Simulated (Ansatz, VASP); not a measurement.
AlN in VASP and in Ansatz

INCAR

```
ALGO = Normal
EDIFF = 1E-6
ENCUT = 520
GGA = PE
ISIF = 2
ISMEAR = -1
LASPH = T
LCHARG = T
LELF = T
LREAL = F
LVHAR = T
LWAVE = F
NBANDS = 11
NELM = 60
PREC = Accurate
SIGMA = 0.02
```

Contents of KPOINTS:

```
k-points
0
Gamma
  10 10 10
```

POSCAR

```
AlN
1.0
    0.0000000000      2.1848764125      2.0974813560
    2.1848764125      0.0000000000      2.0974813560
    2.1848764125      2.1848764125      0.0000000000
Al N
1 1
Direct
    0.0000000000      0.0000000000      0.0000000000
    0.2500000000      0.2500000000      0.2500000000
```

Input for Ansatz:

```yaml
crystal:
  lattice:
    - [0.0, 2.1848764125, 2.097481356]
    - [2.1848764125, 0.0, 2.097481356]
    - [2.1848764125, 2.1848764125, 0.0]
  atoms:
    - { symbol: Al, position: [0.0, 0.0, 0.0] }
    - { symbol: "N", position: [0.25, 0.25, 0.25] }
kpoints:
  mp_grid: { grid: [10, 10, 10] }
  band_path:
    path:
      - [0.0, 0.0, 0.0]
      - [-0.5, -0.5, 0.0]
      - [-0.375, -0.375, 0.25]
      - [-0.375, 0.0, 0.375]
      - [0.0, 0.0, 0.5]
      - [-0.5, -0.25, 0.25]
    npoints: 1
hamiltonian:
  xc: pbe
scf:
  occupations: { method: fermi_dirac, width: 0.02 }
  n_extra_bands: 4
output:
  forces: true
  stress: true
  eigenvalues: true
```

Change from the starting cell: uniaxial_z strain -4.0%.

Alike in both runs: task single point; functional PBE; k mesh 10 × 10 × 10; occupations fermi-dirac, width 0.02 eV; no spin polarisation.

```csv
,VASP,Ansatz
version,VASP 6.6.1,Ansatz 0.2.0
potentials or method,"VASP PAW PBE potentials, release 64 (Al, N)","plane waves, PAW"
plane-wave cutoff (eV),520,420
valence electrons in the cell,8,8
```

Ansatz gave:

* gap on the k mesh at the Fermi level (eV): 3.12
* pressure (GPa): 13.7
* traceless stress, the component that is largest in VASP (GPa): 2.90

Q: Estimate VASP's values.

A: gap on the k mesh at the Fermi level (eV): 3.11; pressure (GPa): 13.5; traceless stress, the component that is largest in VASP (GPa): 2.93.

The functional is the same, so the differences come from potentials, cutoffs and numerics.
